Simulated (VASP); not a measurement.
# Rh (P6_3/mmc) in VASP: notebook

The runs below take Rh through single point, with PBE.

All numbers are computed with VASP 6.6.1; they aren't measurements. Logs are shortened: lines on timing, memory, paths and dates and some standing lists are left out, and cuts for length are marked.

## Step 1: The cell of the first run

Symmetry: P6_3/mmc, No. 194, hexagonal system. Conventional cell: a = 2.692 Å, b = 2.692 Å, c = 4.397 Å, α = 90.00°, β = 90.00°, γ = 120.00°. Rh (site symmetry -6m2) has 12 Rh at 2.69 Å within 3.6 Å.

## Step 2: Single point, PBE

Contents of INCAR:

```
PREC = Accurate
ENCUT = 500
EDIFF = 1E-6
ISMEAR = 0
SIGMA = 0.1
LREAL = F
LASPH = T
NELM = 120
ALGO = Normal
ISIF = 2
LWAVE = F
LCHARG = F
GGA = PE
NBANDS = 22
GGA_COMPAT = F
```

Contents of KPOINTS:

```
Automatic mesh
0
Gamma
  9 9 4
```

Contents of POSCAR:

```
Rh
1.0
    2.6923490378      0.0000000000      0.0000000000
   -1.3461745189      2.3316426626      0.0000000000
    0.0000000000      0.0000000000      4.3966059788
Rh
2
Direct
    0.3333333333      0.6666666667      0.2500000000
    0.6666666667      0.3333333333      0.7500000000
```

Potentials or basis: VASP PAW PBE potentials, release 64 (Rh_pv).

Run with:

```sh
cat potpaw_PBE.64/Rh_pv/POTCAR > POTCAR
mpirun -np 1 vasp_std > vasp.out
```

OUTCAR:

```text
PREC = Accurate
   ENCUT = 500
   EDIFF = 1E-6
   ISMEAR = 0
   LREAL = F
   LASPH = T
   NELM = 120
   ISIF = 2
   GGA = PE

 ion  position               nearest neighbor table
   1  0.333  0.667  0.250-   2 2.69   2 2.69   2 2.69   2 2.69   2 2.69   2 2.69
   2  0.667  0.333  0.750-   1 2.69   1 2.69   1 2.69   1 2.69   1 2.69   1 2.69

  LATTYP: Found a hexagonal cell.
 ALAT       =     2.6923490378
 C/A-ratio  =     1.6330000000

  Lattice vectors:

 A1 = (   2.6923490378,   0.0000000000,   0.0000000000)
 A2 = (  -1.3461745189,   2.3316426626,   0.0000000000)
 A3 = (   0.0000000000,   0.0000000000,   4.3966059788)

Analysis of symmetry for initial positions (statically):
=====================================================================
 Subroutine PRICEL returns:
 Original cell was already a primitive cell.

 Routine SETGRP: Setting up the symmetry group for a
 hexagonal supercell.

 Subroutine GETGRP returns: Found 24 space group operations
 (whereof 12 operations were pure point group operations)
 out of a pool of 24 trial point group operations.

The static configuration has the point symmetry D_3d.
 The point group associated with its full space group is D_6h.

Analysis of symmetry for dynamics (positions and initial velocities):
=====================================================================
 Subroutine PRICEL returns:
 Original cell was already a primitive cell.

 Routine SETGRP: Setting up the symmetry group for a
 hexagonal supercell.

 Subroutine GETGRP returns: Found 24 space group operations
 (whereof 12 operations were pure point group operations)
 out of a pool of 24 trial point group operations.

The dynamic configuration has the point symmetry D_3d.
 The point group associated with its full space group is D_6h.

 Subroutine INISYM returns: Found 24 space group operations
 (whereof 12 operations are pure point group operations),
 and found     1 'primitive' translations

----------------------------------------------------------------------------------------

                                     Primitive cell

  volume of cell :      27.6001

  direct lattice vectors                    reciprocal lattice vectors
     2.692349038  0.000000000  0.000000000     0.371422868  0.214441093  0.000000000
    -1.346174519  2.331642663  0.000000000     0.000000000  0.428882185  0.000000000
     0.000000000  0.000000000  4.396605979     0.000000000  0.000000000  0.227448174

  length of vectors
     2.692349038  2.692349038  4.396605979     0.428882185  0.428882185  0.227448174

  position of ions in fractional coordinates (direct lattice)
     0.333333333  0.666666667  0.250000000
     0.666666667  0.333333333  0.750000000

  ion indices of the primitive-cell ions
   primitive index   ion index
                 1           1
                 2           2

----------------------------------------------------------------------------------------

 KPOINTS: Automatic mesh

Automatic generation of k-mesh.
 Grid dimensions read from file:
 generate k-points for:    9    9    4

 Generating k-lattice:

  Cartesian coordinates                     Fractional coordinates (reciprocal lattice)
     0.041269208  0.023826788  0.000000000     0.111111111  0.000000000  0.000000000
     0.000000000  0.047653576  0.000000000     0.000000000  0.111111111  0.000000000
     0.000000000  0.000000000  0.056862043     0.000000000  0.000000000  0.250000000

  Length of vectors
     0.047653576  0.047653576  0.056862043

  Shift w.r.t. Gamma in fractional coordinates (k-lattice)
     0.000000000  0.000000000  0.000000000

 Subroutine IBZKPT returns following result:
 ===========================================

 Found     36 irreducible k-points:

 Following reciprocal coordinates:
            Coordinates               Weight
  0.000000  0.000000  0.000000      1.000000
  0.111111  0.000000  0.000000      6.000000
  0.222222  0.000000  0.000000      6.000000
  0.333333  0.000000  0.000000      6.000000
  0.444444  0.000000  0.000000      6.000000
  0.111111  0.111111  0.000000      6.000000
[... 16 lines left out ...]
  0.333333  0.222222  0.250000     24.000000
  0.333333  0.333333  0.250000      4.000000
 [... further k-points ...]
   k-points           NKPTS =     36   k-points in BZ     NKDIM =     36   number of bands    NBANDS=     22
   number of dos      NEDOS =    301   number of ions     NIONS =      2
   total plane-waves  NPLWV =  12800
   dimension x,y,z NGX =    20 NGY =   20 NGZ =   32
   dimension x,y,z NGXF=    40 NGYF=   40 NGZF=   64
   ions per type =               2
   NGX,Y,Z   is equivalent  to a cutoff of  12.35, 12.35, 12.10 a.u.
   NGXF,Y,Z  is equivalent  to a cutoff of  24.70, 24.70, 24.20 a.u.
 SYSTEM =  unknown system
   PREC   = accura    normal or accurate (medium, high low for compatibility)
   ISTART =      0    job   : 0-new  1-cont  2-samecut
   ICHARG =      2    charge: 1-file 2-atom 10-const
   ISPIN  =      1    spin polarized calculation?
   LNONCOLLINEAR =      F non collinear calculations
   LSORBIT =      F    spin-orbit coupling
   LASPH  =      T    aspherical Exc in radial PAW
   ENCUT  =  500.0 eV  36.75 Ry    6.06 a.u.   4.91  4.91  8.02*2*pi/ulx,y,z
   NELM   =    120;   NELMIN=  2; NELMDL= -5     # of ELM steps
   EDIFF  = 0.1E-05   stopping-criterion for ELM
   LREAL  =      F    real-space projection
   EDIFFG = 0.1E-04   stopping-criterion for IOM
   NSW    =      0    number of steps for IOM
   IBRION =     -1    ionic relax: 0-MD 1-quasi-New 2-CG
   NFREE  =      0    steps in history (QN), initial steepest desc. (CG)
   ISIF   =      2    stress and relaxation
   ISYM   =      2    0-nonsym 1-usesym 2-fastsym
   POTIM  = 0.5000    time-step for ionic-motion
   TEBEG  =    0.0;   TEEND  =   0.0 temperature during run
   PSTRESS=    0.0 pullay stress
   NELECT =      30.0000    total number of electrons
   NUPDOWN=      -1.0000    fix difference up-down
   EMIN   =  10.00;   EMAX   =-10.00  energy-range for DOS
   EFERMI =   0.00;   METHOD = LEGACY
   ISMEAR =     0;   SIGMA  =   0.10  broadening in eV -4-tet -1-fermi 0-gaus
   EFERMI_NEDOS =   21; number of points for ismear=-14 and -15
   IALGO  =     38    algorithm
   IMIX   =      4    mixing-type and parameters
     AMIX     =   0.40;   BMIX     =  1.00
     AMIX_MAG =   1.60;   BMIX_MAG =  1.00
  volume/ion in A,a.u.               =      13.80        93.13
  Fermi-wavevector in a.u.,A,eV,Ry     =   1.683236  3.180854 38.549150  2.833283
  Thomas-Fermi vector in A             =   2.766473
   LORBIT       =      0    0 simple, 1 ext, 2 COOP (PROOUT), +10 PAW based schemes
   GGA     = PE    functional components
   LHFCALC =     F    Hartree Fock is set to
   AEXX    =    0.0000 exact exchange contribution
   IVDW    =     0    specifies the selected vdW correction
   LEPSILON=     F    determine dielectric tensor
   LRPA    =     F    only Hartree local field effects (RPA)
 non-spin polarized calculation
 Gauss-broadening in eV      SIGMA  =   0.10
  energy-cutoff  :      500.00
  volume of cell :       27.60
 maximum number of plane-waves:       718
 NGX is ok and might be reduce to    20
   NGX =  9   NGY =  9   NGZ = 17

 number of electron      30.0000008 magnetization

 Free energy of the ion-electron system (eV)
  ---------------------------------------------------
  ext. energy  EPLUGINS =         0.00000000
  ---------------------------------------------------
  free energy    TOTEN  =       -14.46948518 eV

  energy without entropy =      -14.45916782  energy(sigma->0) =      -14.46432650

 E-fermi :  11.8367     XC(G=0): -14.0079

 val. band max:       11.8290776948   @ k =   0.3333   0.0000   0.5000
 cond. band min:      11.9210979289   @ k =   0.2222   0.1111   0.5000
 fundamental gap:      0.0920202341
 Fermi energy:        11.8367383267

 k-point     1 :       0.0000    0.0000    0.0000
  band No.  band energies     occupation
      1     -35.2563      2.00000
      2     -34.6284      2.00000
      3     -34.6284      2.00000
      4     -34.5337      2.00000
      5     -34.5282      2.00000
      6     -34.5282      2.00000
[... 14 lines left out ...]
     21      29.9161      0.00000
     22      30.6612      0.00000

 k-point     2 :       0.1111    0.0000    0.0000
  band No.  band energies     occupation
      1     -35.2284      2.00000
      2     -34.6933      2.00000
      3     -34.6490      2.00000
      4     -34.5952      2.00000
      5     -34.5447      2.00000
      6     -34.5390      2.00000
[... 14 lines left out ...]
     21      30.3974      0.00000
     22      30.8313      0.00000

 k-point     3 :       0.2222    0.0000    0.0000
  band No.  band energies     occupation
      1     -35.1520      2.00000
      2     -34.8577      2.00000
      3     -34.7604      2.00000
      4     -34.6992      2.00000
      5     -34.5784      2.00000
      6     -34.5677      2.00000
[... 14 lines left out ...]
     21      29.7241      0.00000
     22      29.8090      0.00000

 k-point     4 :       0.3333    0.0000    0.0000
  band No.  band energies     occupation
      1     -35.0480      2.00000
      2     -35.0448      2.00000
      3     -34.9415      2.00000
      4     -34.7540      2.00000
      5     -34.6336      2.00000
      6     -34.6020      2.00000
[... 14 lines left out ...]
     21      27.0871      0.00000
     22      27.7904      0.00000

 k-point     5 :       0.4444    0.0000    0.0000
  band No.  band energies     occupation
      1     -35.1667      2.00000
      2     -35.0563      2.00000
      3     -34.9561      2.00000
      4     -34.7889      2.00000
      5     -34.6934      2.00000
      6     -34.6250      2.00000
[... 417 lines left out ...]
 k-point    22 :       0.2222    0.2222    0.2500
  band No.  band energies     occupation
      1     -35.1028      2.00000
      2     -35.0541      2.00000
      3     -34.8500      2.00000
      4     -34.8328      2.00000
      5     -34.7199      2.00000
      6     -34.6452      2.00000
[... 14 lines left out ...]
     21      25.1822      0.00000
     22      27.2180      0.00000

 k-point    23 :       0.3333    0.2222    0.2500
  band No.  band energies     occupation
      1     -35.1323      2.00000
      2     -35.0785      2.00000
      3     -34.9301      2.00000
      4     -34.8250      2.00000
      5     -34.7616      2.00000
      6     -34.6796      2.00000
[... 14 lines left out ...]
     21      23.9274      0.00000
     22      26.5403      0.00000

 k-point    24 :       0.3333    0.3333    0.2500
  band No.  band energies     occupation
      1     -35.0530      2.00000
      2     -35.0530      2.00000
      3     -35.0377      2.00000
      4     -34.8871      2.00000
      5     -34.7243      2.00000
      6     -34.7243      2.00000
[... 14 lines left out ...]
     21      23.7472      0.00000
     22      23.7472      0.00000

 [... further k-points ...]

------------------------ aborting loop because EDIFF is reached ----------------------------------------

  FORCE on cell =-STRESS in cart. coord.  units (eV):
  Direction    XX          YY          ZZ          XY          YZ          ZX
  --------------------------------------------------------------------------------------
  -------------------------------------------------------------------------------------
  Total        1.1242728      1.1242728      0.5193011      0.0000000      0.0000000      0.0000000
  in kB       65.2636553     65.2636553     30.1452539      0.0000000      0.0000000      0.0000000
  external PRESSURE =      53.5575215 kB  Pullay stress =       0.0000000 kB

 VOLUME and BASIS-vectors are now :
 -----------------------------------------------------------------------------
  energy-cutoff  :      500.00
  volume of cell :       27.60
      direct lattice vectors                 reciprocal lattice vectors
     2.692349038  0.000000000  0.000000000     0.371422868  0.214441093  0.000000000
    -1.346174519  2.331642663  0.000000000     0.000000000  0.428882185  0.000000000
     0.000000000  0.000000000  4.396605979     0.000000000  0.000000000  0.227448174

 POSITION                                       TOTAL-FORCE (eV/Angst)
 -----------------------------------------------------------------------------------
     -0.00000      1.55443      1.09915        -0.000000      0.000000      0.000000
      1.34617      0.77721      3.29745         0.000000      0.000000      0.000000
 -----------------------------------------------------------------------------------
    total drift:                               -0.000000      0.000000     -0.000000

  FREE ENERGIE OF THE ION-ELECTRON SYSTEM (eV)
  ---------------------------------------------------
  free  energy   TOTEN  =       -14.4694851773 eV

  energy  without entropy=      -14.4591678246  energy(sigma->0) =      -14.46432650
```

Run time: 27 s. Hardware: 1 thread of AMD EPYC 7R13, shared host; peak memory 0.11 GiB.

Results:

```yaml
Free_energy: -14.4695 eV
Pressure: 5.4 GPa
Band_gap_on_the_k_mesh: zero (band 15 reaches 12.51 eV, above the bottom of band 16 at 10.43 eV)
```

(Continued in part 2 of 2.)
